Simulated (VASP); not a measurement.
# SiF5 (P-3m1) in VASP: single point with PBE

Aim: the single point of SiF5 with PBE.

All numbers are computed with VASP 6.6.1; they aren't measurements. Logs are shortened: lines on timing, memory, paths and dates and some standing lists are left out, and cuts for length are marked.

## (1) The cell of the first run

Symmetry: P-3m1, No. 164, trigonal system. The conventional cell has a = 8.226 Å, b = 8.226 Å, c = 5.024 Å, α = 90.00°, β = 90.00°, γ = 120.00°. Within 2.1 Å of Si (site symmetry 3m) lie 4 F at 1.58 Å. F (site symmetry m) has 1 Si at 1.58 Å within 2.1 Å. Within 2.1 Å of F (site symmetry 3m) lie 1 Si at 1.58 Å. Within 1.9 Å of F (site symmetry 3m) lie 1 F at 1.41 Å.

## (2) Single point, PBE

File INCAR:

```
PREC = Accurate
ENCUT = 520
EDIFF = 1E-7
ISMEAR = 0
SIGMA = 0.1
LREAL = F
LASPH = T
NELM = 100
ALGO = Normal
ISIF = 2
LWAVE = F
LCHARG = F
GGA = PE
NBANDS = 51
```

File KPOINTS:

```
regular mesh
0
Gamma
  4 3 3
```

File POSCAR:

```
SiF5
1.0
    0.0000000000      0.0000000000      5.0235921201
    8.2261369723      0.0000000000      0.0000000000
   -4.1130684862      7.1240435930      0.0000000000
Si F
2 10
Direct
    0.4500683768      0.6666666667      0.3333333333
    0.5499316232      0.3333333333      0.6666666667
    0.5531628588      0.7711069179      0.2288930821
    0.5531628588      0.4577861641      0.2288930821
    0.5531628588      0.7711069179      0.5422138359
    0.1355717843      0.6666666667      0.3333333333
    0.1408043047      0.0000000000      0.0000000000
    0.8591956953      0.0000000000      0.0000000000
    0.4468371412      0.2288930821      0.4577861641
    0.4468371412      0.2288930821      0.7711069179
    0.4468371412      0.5422138359      0.7711069179
    0.8644282157      0.3333333333      0.6666666667
```

Potentials or basis: VASP PAW PBE potentials, release 64 (Si, F).

On the command line:

```bash
cat potpaw_PBE.64/Si/POTCAR potpaw_PBE.64/F/POTCAR > POTCAR
mpirun -np 1 vasp_std > vasp.out
```

OUTCAR:

```text
PREC = Accurate
   ENCUT = 520
   EDIFF = 1E-7
   ISMEAR = 0
   LREAL = F
   LASPH = T
   NELM = 100
   ISIF = 2
   GGA = PE

 ion  position               nearest neighbor table
   1  0.450  0.667  0.333-   3 1.58   4 1.58   5 1.58   6 1.58
   2  0.550  0.333  0.667-  10 1.58  11 1.58   9 1.58  12 1.58
   3  0.553  0.771  0.229-   1 1.58
   4  0.553  0.458  0.229-   1 1.58
   5  0.553  0.771  0.542-   1 1.58
   6  0.136  0.667  0.333-   1 1.58
   7  0.141  0.000  0.000-   8 1.41
   8  0.859  0.000  0.000-   7 1.41
   9  0.447  0.229  0.458-   2 1.58
  10  0.447  0.229  0.771-   2 1.58
  11  0.447  0.542  0.771-   2 1.58
  12  0.864  0.333  0.667-   2 1.58

  LATTYP: Found a hexagonal cell.
 ALAT       =     8.2261369723
 C/A-ratio  =     0.6106866609

  Lattice vectors:

 A1 = (   8.2261369723,   0.0000000000,   0.0000000000)
 A2 = (  -4.1130684862,   7.1240435930,   0.0000000000)
 A3 = (   0.0000000000,   0.0000000000,   5.0235921201)

Analysis of symmetry for initial positions (statically):
=====================================================================
 Subroutine PRICEL returns:
 Original cell was already a primitive cell.

 Routine SETGRP: Setting up the symmetry group for a
 hexagonal supercell.

 Subroutine GETGRP returns: Found 12 space group operations
 (whereof 12 operations were pure point group operations)
 out of a pool of 24 trial point group operations.

The static configuration has the point symmetry D_3d.

Analysis of symmetry for dynamics (positions and initial velocities):
=====================================================================
 Subroutine PRICEL returns:
 Original cell was already a primitive cell.

 Routine SETGRP: Setting up the symmetry group for a
 hexagonal supercell.

 Subroutine GETGRP returns: Found 12 space group operations
 (whereof 12 operations were pure point group operations)
 out of a pool of 24 trial point group operations.

The dynamic configuration has the point symmetry D_3d.

 Subroutine INISYM returns: Found 12 space group operations
 (whereof 12 operations are pure point group operations),
 and found     1 'primitive' translations

----------------------------------------------------------------------------------------

                                     Primitive cell

  volume of cell :     294.3994

  direct lattice vectors                    reciprocal lattice vectors
     0.000000000  0.000000000  5.023592120     0.000000000  0.000000000  0.199060747
     8.226136972  0.000000000  0.000000000     0.121563743  0.070184860  0.000000000
    -4.113068486  7.124043593  0.000000000     0.000000000  0.140369719  0.000000000

  length of vectors
     5.023592120  8.226136972  8.226136972     0.199060747  0.140369719  0.140369719

  position of ions in fractional coordinates (direct lattice)
     0.450068377  0.666666667  0.333333333
     0.549931623  0.333333333  0.666666667
     0.553162859  0.771106918  0.228893082
     0.553162859  0.457786164  0.228893082
     0.553162859  0.771106918  0.542213836
     0.135571784  0.666666667  0.333333333
     0.140804305  0.000000000  0.000000000
     0.859195695  0.000000000  0.000000000
     0.446837141  0.228893082  0.457786164
     0.446837141  0.228893082  0.771106918
     0.446837141  0.542213836  0.771106918
     0.864428216  0.333333333  0.666666667

  ion indices of the primitive-cell ions
   primitive index   ion index
                 1           1
                 2           2
                 3           3
                 4           4
                 5           5
                 6           6
                 7           7
                 8           8
                 9           9
                10          10
                11          11
                12          12

----------------------------------------------------------------------------------------

 KPOINTS: regular mesh

Automatic generation of k-mesh.
 Grid dimensions read from file:
 generate k-points for:    4    3    3

 Generating k-lattice:

  Cartesian coordinates                     Fractional coordinates (reciprocal lattice)
     0.000000000  0.000000000  0.049765187     0.250000000  0.000000000  0.000000000
     0.040521248  0.023394953  0.000000000     0.000000000  0.333333333  0.000000000
     0.000000000  0.046789906  0.000000000     0.000000000  0.000000000  0.333333333

  Length of vectors
     0.049765187  0.046789906  0.046789906

  Shift w.r.t. Gamma in fractional coordinates (k-lattice)
     0.000000000  0.000000000  0.000000000

 Subroutine IBZKPT returns following result:
 ===========================================

 Found     10 irreducible k-points:

 Following reciprocal coordinates:
            Coordinates               Weight
  0.000000  0.000000  0.000000      1.000000
  0.250000  0.000000  0.000000      2.000000
  0.500000  0.000000  0.000000      1.000000
  0.000000  0.333333  0.000000      6.000000
  0.250000  0.333333  0.000000      6.000000
  0.250000  0.000000  0.333333      6.000000
  0.500000  0.333333  0.000000      6.000000
  0.000000  0.333333  0.333333      2.000000
  0.250000  0.333333  0.333333      4.000000
  0.500000  0.333333  0.333333      2.000000
   k-points           NKPTS =     10   k-points in BZ     NKDIM =     10   number of bands    NBANDS=     51
   number of dos      NEDOS =    301   number of ions     NIONS =     12
   total plane-waves  NPLWV = 163840
   dimension x,y,z NGX =    40 NGY =   64 NGZ =   64
   dimension x,y,z NGXF=    80 NGYF=  128 NGZF=  128
   ions per type =               2  10
   NGX,Y,Z   is equivalent  to a cutoff of  13.24, 12.93, 12.93 a.u.
   NGXF,Y,Z  is equivalent  to a cutoff of  26.47, 25.87, 25.87 a.u.
 SYSTEM =  unknown system
   PREC   = accura    normal or accurate (medium, high low for compatibility)
   ISTART =      0    job   : 0-new  1-cont  2-samecut
   ICHARG =      2    charge: 1-file 2-atom 10-const
   ISPIN  =      1    spin polarized calculation?
   LNONCOLLINEAR =      F non collinear calculations
   LSORBIT =      F    spin-orbit coupling
   LASPH  =      T    aspherical Exc in radial PAW
   ENCUT  =  520.0 eV  38.22 Ry    6.18 a.u.   9.34 15.30 15.30*2*pi/ulx,y,z
   NELM   =    100;   NELMIN=  2; NELMDL= -5     # of ELM steps
   EDIFF  = 0.1E-06   stopping-criterion for ELM
   LREAL  =      F    real-space projection
   EDIFFG = 0.1E-05   stopping-criterion for IOM
   NSW    =      0    number of steps for IOM
   IBRION =     -1    ionic relax: 0-MD 1-quasi-New 2-CG
   NFREE  =      0    steps in history (QN), initial steepest desc. (CG)
   ISIF   =      2    stress and relaxation
   ISYM   =      2    0-nonsym 1-usesym 2-fastsym
   POTIM  = 0.5000    time-step for ionic-motion
   TEBEG  =    0.0;   TEEND  =   0.0 temperature during run
   PSTRESS=    0.0 pullay stress
   NELECT =      78.0000    total number of electrons
   NUPDOWN=      -1.0000    fix difference up-down
   EMIN   =  10.00;   EMAX   =-10.00  energy-range for DOS
   EFERMI =   0.00;   METHOD = LEGACY
   ISMEAR =     0;   SIGMA  =   0.10  broadening in eV -4-tet -1-fermi 0-gaus
   EFERMI_NEDOS =   21; number of points for ismear=-14 and -15
   IALGO  =     38    algorithm
   IMIX   =      4    mixing-type and parameters
     AMIX     =   0.40;   BMIX     =  1.00
     AMIX_MAG =   1.60;   BMIX_MAG =  1.00
  volume/ion in A,a.u.               =      24.53       165.56
  Fermi-wavevector in a.u.,A,eV,Ry     =   1.051463  1.986977 15.042259  1.105575
  Thomas-Fermi vector in A             =   2.186507
   LORBIT       =      0    0 simple, 1 ext, 2 COOP (PROOUT), +10 PAW based schemes
   GGA     = PE    functional components
   LHFCALC =     F    Hartree Fock is set to
   AEXX    =    0.0000 exact exchange contribution
   IVDW    =     0    specifies the selected vdW correction
   LEPSILON=     F    determine dielectric tensor
   LRPA    =     F    only Hartree local field effects (RPA)
 non-spin polarized calculation
 Gauss-broadening in eV      SIGMA  =   0.10
  energy-cutoff  :      520.00
  volume of cell :      294.40
 maximum number of plane-waves:      7971
 NGX is ok and might be reduce to    40
   NGX = 19   NGY = 31   NGZ = 31

 number of electron      78.0000014 magnetization

 Free energy of the ion-electron system (eV)
  ---------------------------------------------------
  ext. energy  EPLUGINS =         0.00000000
  ---------------------------------------------------
  free energy    TOTEN  =       -60.03996283 eV

  energy without entropy =      -60.03996283  energy(sigma->0) =      -60.03996283

 E-fermi :  -5.1108     XC(G=0):  -5.9759

 val. band max:       -5.5991071027   @ k =   0.0000   0.3333   0.0000
 cond. band min:      -2.2297173028   @ k =   0.5000   0.0000   0.0000
 fundamental gap:      3.3693897999
 Fermi energy:        -5.1107991263

 k-point     1 :       0.0000    0.0000    0.0000
  band No.  band energies     occupation
      1     -30.1856      2.00000
      2     -28.1527      2.00000
      3     -28.1291      2.00000
      4     -27.2355      2.00000
      5     -27.2274      2.00000
      6     -27.2015      2.00000
[... 43 lines left out ...]
     50       6.4969      0.00000
     51       6.4969      0.00000

 k-point     2 :       0.2500    0.0000    0.0000
  band No.  band energies     occupation
      1     -30.1841      2.00000
      2     -28.1399      2.00000
      3     -28.1162      2.00000
      4     -27.2508      2.00000
      5     -27.2432      2.00000
      6     -27.2012      2.00000
[... 424 lines left out ...]
 k-point    10 :       0.5000    0.3333    0.3333
  band No.  band energies     occupation
      1     -30.1827      2.00000
      2     -28.1146      2.00000
      3     -28.1146      2.00000
      4     -27.2633      2.00000
      5     -27.2633      2.00000
      6     -27.2106      2.00000
[... 43 lines left out ...]
     50       6.1195      0.00000
     51       6.1427      0.00000

------------------------ aborting loop because EDIFF is reached ----------------------------------------

  FORCE on cell =-STRESS in cart. coord.  units (eV):
  Direction    XX          YY          ZZ          XY          YZ          ZX
  --------------------------------------------------------------------------------------
  -------------------------------------------------------------------------------------
  Total        0.6333339      0.6333339      1.0416693     -0.0000000      0.0000000      0.0000000
  in kB        3.4467233      3.4467233      5.6689625     -0.0000000      0.0000000      0.0000000
  external PRESSURE =       4.1874697 kB  Pullay stress =       0.0000000 kB

 VOLUME and BASIS-vectors are now :
 -----------------------------------------------------------------------------
  energy-cutoff  :      520.00
  volume of cell :      294.40
      direct lattice vectors                 reciprocal lattice vectors
     0.000000000  0.000000000  5.023592120     0.000000000  0.000000000  0.199060747
     8.226136972  0.000000000  0.000000000     0.121563743  0.070184860  0.000000000
    -4.113068486  7.124043593  0.000000000     0.000000000  0.140369719  0.000000000

 POSITION                                       TOTAL-FORCE (eV/Angst)
 -----------------------------------------------------------------------------------
      4.11307      2.37468      2.26096        -0.000000      0.000000      0.005977
     -0.00000      4.74936      2.76263        -0.000000      0.000000     -0.005977
      5.40178      1.63064      2.77886         0.200954     -0.116021      0.078608
      2.82436      1.63064      2.77886        -0.200954     -0.116021      0.078608
      4.11307      3.86276      2.77886        -0.000000      0.232041      0.078608
      4.11307      2.37468      0.68106        -0.000000      0.000000     -0.242726
      0.00000      0.00000      0.70734        -0.000000      0.000000      0.373953
      0.00000      0.00000      4.31625        -0.000000      0.000000     -0.373953
      0.00000      3.26129      2.24473         0.000000     -0.232041     -0.078608
     -1.28871      5.49340      2.24473        -0.200954      0.116021     -0.078608
      1.28871      5.49340      2.24473         0.200954      0.116021     -0.078608
     -0.00000      4.74936      4.34253        -0.000000      0.000000      0.242726
 -----------------------------------------------------------------------------------
    total drift:                               -0.000000     -0.000000      0.000000

  FREE ENERGIE OF THE ION-ELECTRON SYSTEM (eV)
  ---------------------------------------------------
  free  energy   TOTEN  =       -60.0399628314 eV

  energy  without entropy=      -60.0399628314  energy(sigma->0) =      -60.03996283
```

Wall time 3.5 min (1 thread of AMD EPYC 7R13 (Zen 3), shared host); peak memory 0.42 GiB.

What came out:

```
Free energy            : -60.0400 eV
Pressure               : 0.4 GPa
Largest force          : 0.374 eV/Å
Band gap on the k mesh : 3.37 eV (least direct gap 3.39 eV)
```

Forces in eV/Å, atoms in the order of the input:
```
Si   0.000  0.000  0.006
Si   0.000  0.000 -0.006
F    0.201 -0.116  0.079
F   -0.201 -0.116  0.079
F    0.000  0.232  0.079
F    0.000  0.000 -0.243
F    0.000  0.000  0.374
F    0.000  0.000 -0.374
F    0.000 -0.232 -0.079
F   -0.201  0.116 -0.079
F    0.201  0.116 -0.079
F    0.000  0.000  0.243
```

Levels at points of the mesh, in eV from the valence-band top:
| k point | band 36 | band 37 | band 38 | band 39 | band 40 | band 41 | band 42 | band 43 |
| --- | --- | --- | --- | --- | --- | --- | --- | --- |
| (0.00, 0.00, 0.00) | -1.50 | -1.32 | 0.00 | 0.00 | 3.66 | 6.62 | 8.77 | 9.83 |
| (0.50, 0.00, 0.00) | -1.40 | -1.32 | -0.02 | -0.02 | 3.37 | 7.94 | 8.83 | 9.78 |
